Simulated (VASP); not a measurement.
# NaF in VASP: further runs, part 2 of 2

VASP 6.6.1.

### Step 4. Single point, PBE (strain along [111] +1.5%)

Contents of INCAR:

```
SYSTEM = NaF
ALGO     = Normal         ! electronic algorithm
EDIFF    = 1E-6           ! SCF threshold, eV
ENCUT    = 520            ! plane-wave cutoff, eV
GGA      = PE             ! functional
ISIF     = 2              ! what is computed and relaxed
ISMEAR   = -1             ! smearing method
LASPH    = .TRUE.         ! aspherical terms in the spheres
LCHARG   = .TRUE.         ! write CHGCAR
LELF     = .TRUE.         ! ELF
LREAL    = .FALSE.        ! projectors in reciprocal space
LVHAR    = .TRUE.       
LWAVE    = .FALSE.        ! write WAVECAR
NBANDS   = 14             ! bands
NELM     = 80             ! most SCF steps
PREC     = Accurate       ! precision mode
SIGMA    = 0.02           ! smearing width, eV
```

Contents of KPOINTS:

```
k-points
0
G
  10 10 10
  0 0 0
```

Contents of POSCAR:

```
NaF
1.0
    0.0235842590      2.3207523471      2.3207523471
    2.3207523471      0.0235842590      2.3207523471
    2.3207523471      2.3207523471      0.0235842590
Na F
1 1
Direct
    0.0000000000      0.0000000000      0.0000000000
    0.5000000000      0.5000000000      0.5000000000
```

Run with:

```console
$ cat potpaw_PBE.64/Na_pv/POTCAR potpaw_PBE.64/F/POTCAR > POTCAR
$ mpirun -np 1 vasp_std > vasp.out
```

Wall time 16 s (1 thread of Intel Xeon Platinum 8259CL at 2.50GHz (Skylake/Cascade Lake), shared host); peak memory 0.15 GiB.

It converged, with:

* Free energy: -8.5566 eV
* Pressure: 2.6 GPa
* Band gap on the k mesh: 6.34 eV

Stress tensor (GPa, compression positive):
```
 2.59 -0.28 -0.28
-0.28  2.59 -0.28
-0.28 -0.28  2.59
```

Levels at points of the mesh, in eV from the valence-band top:
| k point | band 5 | band 6 | band 7 | band 8 | band 9 | band 10 |
| --- | --- | --- | --- | --- | --- | --- |
| (0.00, 0.00, 0.00) | -0.04 | 0.00 | 0.00 | 6.34 | 18.79 | 19.16 |
| (0.50, 0.00, 0.00) | -1.62 | -0.30 | -0.27 | 10.83 | 12.59 | 20.06 |
| (0.50, 0.50, 0.00) | -1.30 | -0.45 | -0.40 | 13.23 | 13.32 | 13.70 |
| (0.50, 0.50, 0.50) | -1.64 | -0.25 | -0.25 | 10.83 | 12.41 | 20.38 |

Caveat: the cell differs from its parent crystal (strain along [111] +1.5%). A k mesh can miss the band edges.

### Step 5. Single point, PBE (shear xy strain -2.2%)

Contents of INCAR:

```
SYSTEM = NaF
PREC     = Accurate       ! precision mode
ENCUT    = 520            ! plane-wave cutoff, eV
EDIFF    = 1E-6           ! SCF threshold, eV
ISMEAR   = -1             ! smearing method
SIGMA    = 0.02           ! smearing width, eV
LREAL    = .False.        ! projectors in reciprocal space
LASPH    = .True.         ! aspherical terms in the spheres
NELM     = 60             ! most SCF steps
ALGO     = Normal         ! electronic algorithm
ISIF     = 2              ! what is computed and relaxed
LWAVE    = .False.        ! write WAVECAR
LCHARG   = .False.        ! write CHGCAR
GGA      = PE             ! functional
NBANDS   = 14             ! bands
```

Contents of KPOINTS:

```
regular mesh
0
Gamma
  10 10 10
  0 0 0
```

Contents of POSCAR:

```
NaF
1.0
   -0.0254985658      2.2971680881      2.2971680881
    2.2971680881     -0.0254985658      2.2971680881
    2.2716695223      2.2716695223      0.0000000000
Na F
1 1
Direct
    0.0000000000      0.0000000000      0.0000000000
    0.5000000000      0.5000000000      0.5000000000
```

Potentials or basis: VASP PAW PBE potentials, release 64 (Na_pv, F).

Run with:

```console
$ cat potpaw_PBE.64/Na_pv/POTCAR potpaw_PBE.64/F/POTCAR > POTCAR
$ mpirun -np 1 vasp_std > vasp.out
```

OUTCAR:

```text
SYSTEM = NaF
   PREC = Accurate
   ENCUT = 520
   EDIFF = 1E-6
   ISMEAR = -1
   LREAL = .False.
   LASPH = .True.
   NELM = 60
   ISIF = 2
   GGA = PE

 ion  position               nearest neighbor table
   1  0.000  0.000  0.000-   2 2.30   2 2.30   2 2.30   2 2.30   2 2.30   2 2.30
   2  0.500  0.500  0.500-   1 2.30   1 2.30   1 2.30   1 2.30   1 2.30   1 2.30

  LATTYP: Found a body centered orthorhombic cell.
 ALAT       =     3.2126258477
 B/A-ratio  =     1.0224491860
 C/A-ratio  =     1.4300875340

  Lattice vectors:

 A1 = (   0.0254985658,  -2.2971680881,  -2.2971680881)
 A2 = (  -0.0254985658,   2.2971680881,  -2.2971680881)
 A3 = (   2.2971680881,  -0.0254985658,   2.2971680881)

Analysis of symmetry for initial positions (statically):
=====================================================================
 Subroutine PRICEL returns:
 Original cell was already a primitive cell.

 Routine SETGRP: Setting up the symmetry group for a
 body centered orthorhombic supercell.

 Subroutine GETGRP returns: Found  8 space group operations
 (whereof  8 operations were pure point group operations)
 out of a pool of  8 trial point group operations.

The static configuration has the point symmetry D_2h.

Analysis of symmetry for dynamics (positions and initial velocities):
=====================================================================
 Subroutine PRICEL returns:
 Original cell was already a primitive cell.

 Routine SETGRP: Setting up the symmetry group for a
 body centered orthorhombic supercell.

 Subroutine GETGRP returns: Found  8 space group operations
 (whereof  8 operations were pure point group operations)
 out of a pool of  8 trial point group operations.

The dynamic configuration has the point symmetry D_2h.

 Subroutine INISYM returns: Found  8 space group operations
 (whereof  8 operations are pure point group operations),
 and found     1 'primitive' translations

----------------------------------------------------------------------------------------

                                     Primitive cell

  volume of cell :      24.2412

  direct lattice vectors                    reciprocal lattice vectors
    -0.025498566  2.297168088  2.297168088    -0.215269806  0.215269806  0.217659301
     2.297168088 -0.025498566  2.297168088     0.215269806 -0.215269806  0.217659301
     2.271669522  2.271669522  0.000000000     0.220102438  0.220102438 -0.217659301

  length of vectors
     3.248786331  3.248786331  3.212625848     0.374242902  0.374242902  0.379823298

  position of ions in fractional coordinates (direct lattice)
     0.000000000  0.000000000  0.000000000
     0.500000000  0.500000000  0.500000000

  ion indices of the primitive-cell ions
   primitive index   ion index
                 1           1
                 2           2

----------------------------------------------------------------------------------------

 KPOINTS: regular mesh

Automatic generation of k-mesh.
 Grid dimensions read from file:
 generate k-points for:   10   10   10

 Generating k-lattice:

  Cartesian coordinates                     Fractional coordinates (reciprocal lattice)
    -0.021526981  0.021526981  0.021765930     0.100000000  0.000000000  0.000000000
     0.021526981 -0.021526981  0.021765930     0.000000000  0.100000000  0.000000000
     0.022010244  0.022010244 -0.021765930    -0.000000000 -0.000000000  0.100000000

  Length of vectors
     0.037424290  0.037424290  0.037982330

  Shift w.r.t. Gamma in fractional coordinates (k-lattice)
     0.000000000  0.000000000  0.000000000

 Subroutine IBZKPT returns following result:
 ===========================================

 Found    171 irreducible k-points:

 Following reciprocal coordinates:
            Coordinates               Weight
  0.000000  0.000000  0.000000      1.000000
  0.100000  0.000000  0.000000      4.000000
  0.200000  0.000000  0.000000      4.000000
  0.300000  0.000000  0.000000      4.000000
  0.400000  0.000000  0.000000      4.000000
  0.500000 -0.000000  0.000000      2.000000
[... 16 lines left out ...]
  0.300000  0.300000  0.000000      2.000000
  0.400000  0.300000  0.000000      4.000000
 [... further k-points ...]
   k-points           NKPTS =    171   k-points in BZ     NKDIM =    171   number of bands    NBANDS=     14
   number of dos      NEDOS =    301   number of ions     NIONS =      2
   total plane-waves  NPLWV =  13824
   dimension x,y,z NGX =    24 NGY =   24 NGZ =   24
   dimension x,y,z NGXF=    48 NGYF=   48 NGZF=   48
   ions per type =               1   1
   NGX,Y,Z   is equivalent  to a cutoff of  12.28, 12.28, 12.42 a.u.
   NGXF,Y,Z  is equivalent  to a cutoff of  24.56, 24.56, 24.84 a.u.
 SYSTEM =  NaF
   PREC   = accura    normal or accurate (medium, high low for compatibility)
   ISTART =      0    job   : 0-new  1-cont  2-samecut
   ICHARG =      2    charge: 1-file 2-atom 10-const
   ISPIN  =      1    spin polarized calculation?
   LNONCOLLINEAR =      F non collinear calculations
   LSORBIT =      F    spin-orbit coupling
   LASPH  =      T    aspherical Exc in radial PAW
   ENCUT  =  520.0 eV  38.22 Ry    6.18 a.u.   6.04  6.04  5.97*2*pi/ulx,y,z
   NELM   =     60;   NELMIN=  2; NELMDL= -5     # of ELM steps
   EDIFF  = 0.1E-05   stopping-criterion for ELM
   LREAL  =      F    real-space projection
   EDIFFG = 0.1E-04   stopping-criterion for IOM
   NSW    =      0    number of steps for IOM
   IBRION =     -1    ionic relax: 0-MD 1-quasi-New 2-CG
   NFREE  =      0    steps in history (QN), initial steepest desc. (CG)
   ISIF   =      2    stress and relaxation
   ISYM   =      2    0-nonsym 1-usesym 2-fastsym
   POTIM  = 0.5000    time-step for ionic-motion
   TEBEG  =    0.0;   TEEND  =   0.0 temperature during run
   PSTRESS=    0.0 pullay stress
   NELECT =      14.0000    total number of electrons
   NUPDOWN=      -1.0000    fix difference up-down
   EMIN   =  10.00;   EMAX   =-10.00  energy-range for DOS
   EFERMI =   0.00;   METHOD = LEGACY
   ISMEAR =    -1;   SIGMA  =   0.02  broadening in eV -4-tet -1-fermi 0-gaus
   EFERMI_NEDOS =   21; number of points for ismear=-14 and -15
   IALGO  =     38    algorithm
   IMIX   =      4    mixing-type and parameters
     AMIX     =   0.40;   BMIX     =  1.00
     AMIX_MAG =   1.60;   BMIX_MAG =  1.00
  volume/ion in A,a.u.               =      12.12        81.79
  Fermi-wavevector in a.u.,A,eV,Ry     =   1.363325  2.576310 25.288519  1.858654
  Thomas-Fermi vector in A             =   2.489737
   LORBIT       =      0    0 simple, 1 ext, 2 COOP (PROOUT), +10 PAW based schemes
   GGA     = PE    functional components
   LHFCALC =     F    Hartree Fock is set to
   AEXX    =    0.0000 exact exchange contribution
   IVDW    =     0    specifies the selected vdW correction
   LEPSILON=     F    determine dielectric tensor
   LRPA    =     F    only Hartree local field effects (RPA)
 non-spin polarized calculation
  energy-cutoff  :      520.00
  volume of cell :       24.24
 maximum number of plane-waves:       665
   NGX = 13   NGY = 13   NGZ = 11

 number of electron      13.9999994 magnetization

 Free energy of the ion-electron system (eV)
  ---------------------------------------------------
  ext. energy  EPLUGINS =         0.00000000
  ---------------------------------------------------
  free energy    TOTEN  =        -8.54848728 eV

  energy without entropy =       -8.54848728  energy(sigma->0) =       -8.54848728

 E-fermi :  -1.4790     XC(G=0):  -9.2798

 val. band max:       -1.9365825808   @ k =   0.0000   0.0000   0.0000
 cond. band min:       4.4715012825   @ k =   0.0000   0.0000   0.0000
 fundamental gap:      6.4080838634
 Fermi energy:        -1.4790475634

 k-point     1 :       0.0000    0.0000    0.0000
  band No.  band energies     occupation
      1     -21.1861      2.00000
      2     -20.8422      2.00000
      3     -20.8408      2.00000
      4     -20.8393      2.00000
      5      -1.9978      2.00000
      6      -1.9687      2.00000
      7      -1.9366      2.00000
      8       4.4715      0.00000
      9      16.9215      0.00000
     10      17.1970      0.00000
     11      17.4718      0.00000
     12      20.1023      0.00000
     13      22.3166      0.00000
     14      22.3244      0.00000
[... 375 lines left out ...]
 k-point    24 :       0.4000    0.3000    0.0000
  band No.  band energies     occupation
      1     -21.4147      2.00000
      2     -20.8925      2.00000
      3     -20.8841      2.00000
      4     -20.4822      2.00000
      5      -3.1847      2.00000
      6      -2.3995      2.00000
      7      -2.2604      2.00000
      8       8.8026      0.00000
      9      11.9733      0.00000
     10      15.0496      0.00000
     11      17.7092      0.00000
     12      18.2644      0.00000
     13      23.8066      0.00000
     14      25.0394      0.00000

 [... further k-points ...]
[... 5 lines left out ...]
  --------------------------------------------------------------------------------------
  -------------------------------------------------------------------------------------
  Total        0.5310961      0.5310961      0.5280814      0.0906305      0.0000000      0.0000000
  in kB       35.1017616     35.1017616     34.9025107      5.9900483      0.0000000      0.0000000
  external PRESSURE =      35.0353446 kB  Pullay stress =       0.0000000 kB

 VOLUME and BASIS-vectors are now :
 -----------------------------------------------------------------------------
  energy-cutoff  :      520.00
  volume of cell :       24.24
      direct lattice vectors                 reciprocal lattice vectors
    -0.025498566  2.297168088  2.297168088    -0.215269806  0.215269806  0.217659301
     2.297168088 -0.025498566  2.297168088     0.215269806 -0.215269806  0.217659301
     2.271669522  2.271669522  0.000000000     0.220102438  0.220102438 -0.217659301

 POSITION                                       TOTAL-FORCE (eV/Angst)
 -----------------------------------------------------------------------------------
      0.00000      0.00000      0.00000         0.000000     -0.000000      0.000000
      2.27167      2.27167      2.29717        -0.000000      0.000000      0.000000
 -----------------------------------------------------------------------------------
    total drift:                                0.000000     -0.000000      0.000000

  FREE ENERGIE OF THE ION-ELECTRON SYSTEM (eV)
  ---------------------------------------------------
  free  energy   TOTEN  =        -8.5484872760 eV

  energy  without entropy=       -8.5484872760  energy(sigma->0) =       -8.54848728
```

Run time: 22 s. Hardware: 1 thread of Intel Xeon Platinum 8259CL at 2.50GHz (Skylake/Cascade Lake), shared host; peak memory 0.17 GiB.

Results:

```
Free energy            : -8.5485 eV
Pressure               : 3.5 GPa
Band gap on the k mesh : 6.41 eV
```

Caveat: the cell differs from its parent crystal (shear xy strain -2.2%); the cell stands under pressure.

### Step 6. Summary

| level | cell | smearing | gap on the mesh (eV) | pressure (GPa) |
| --- | --- | --- | --- | --- |
| PBE | a = 3.196 Å, angles 60.0°, 2 atoms | fermi-dirac 0.02 eV | 6.72 | 6.9 |
| r2SCAN | a = 3.196 Å, angles 60.0°, 2 atoms | gaussian 0.01 eV | 7.61 | 2.3 |
| PBE | a = 3.282 Å, angles 59.3°, 2 atoms | fermi-dirac 0.02 eV | 6.34 | 2.6 |
| PBE | a = 3.249, b = 3.249, c = 3.213 Å, angles 60.4, 60.4, 60.7°, 2 atoms | fermi-dirac 0.02 eV | 6.41 | 3.5 |

Alike in all rows: task single point; potentials or basis VASP PAW PBE potentials, release 64 (Na_pv, F); no spin polarisation; k mesh 10 × 10 × 10; cutoff (eV) 520.

Caveats: the cell stands under pressure (at least some runs); the PAW data sets were made with another functional, which shifts forces and pressure a little (at least some runs).

Absolute energies hang on the potentials; compare differences alone.
